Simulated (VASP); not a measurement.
Input of a VASP 6.6.1 run:

The input INCAR:

```
PREC = Accurate
ENCUT = 520
EDIFF = 1E-6
ISMEAR = 0
SIGMA = 0.1
LREAL = Auto
LASPH = T
NELM = 100
ALGO = Fast
ISIF = 2
LWAVE = F
LCHARG = F
LDIPOL = T
IDIPOL = 3
DIPOL = 0.5 0.5 0.355
GGA = PE
NBANDS = 31
```

KPOINTS

```
regular mesh
0
Gamma
  6 6 1
```

The input POSCAR:

```
Mg
1.0
    6.4201385733      0.0000000000      0.0000000000
   -3.2100692866      5.5600031003      0.0000000000
    0.0000000000      0.0000000000     23.2147784448
Mg
17
Direct
    0.3333333333      0.1666666667      0.1723040351
    0.3333333333      0.6666666667      0.1723040351
    0.8333333333      0.1666666667      0.1723040351
    0.8333333333      0.6666666667      0.1723040351
    0.1666666667      0.3333333333      0.2829644269
    0.1666666667      0.8333333333      0.2829644269
    0.6666666667      0.3333333333      0.2829644269
    0.6666666667      0.8333333333      0.2829644269
    0.3333333333      0.1666666667      0.3920793236
    0.3333333333      0.6666666667      0.3920793236
    0.8333333333      0.1666666667      0.3920793236
    0.8333333333      0.6666666667      0.3920793236
    0.1666666667      0.3333333333      0.5046258991
    0.1666666667      0.8333333333      0.5046258991
    0.6666666667      0.3333333333      0.5046258991
    0.6666666667      0.8333333333      0.5046258991
    0.1666666667      0.5000000000      0.6206582928
```

Potentials or basis: VASP PAW PBE potentials, release 64 (Mg).

Run with:

```sh
$ cat potpaw_PBE.64/Mg/POTCAR > POTCAR
$ mpirun -np 1 vasp_std > vasp.out
```

Question: Estimate the band gap on the k mesh.

Answer: Zero (bands 17 and 18 overlap by 0.78 eV).

Question: What does it give for the largest force?

Answer: 0.362 eV/Å.

Forces on the atoms (eV/Å):
```
Mg  -0.004  0.010 -0.069
Mg  -0.011 -0.022 -0.062
Mg   0.008  0.022 -0.068
Mg   0.011 -0.010 -0.060
Mg   0.000  0.000  0.004
Mg  -0.005 -0.002 -0.012
Mg  -0.001  0.007 -0.024
Mg   0.002 -0.003 -0.042
Mg   0.017 -0.006  0.061
Mg   0.001  0.013  0.121
Mg  -0.010 -0.007  0.094
Mg  -0.002  0.007  0.080
Mg   0.099 -0.165 -0.306
Mg  -0.010  0.031  0.075
Mg   0.002  0.001  0.107
Mg  -0.016 -0.002  0.100
Mg  -0.081  0.127  0.002
```
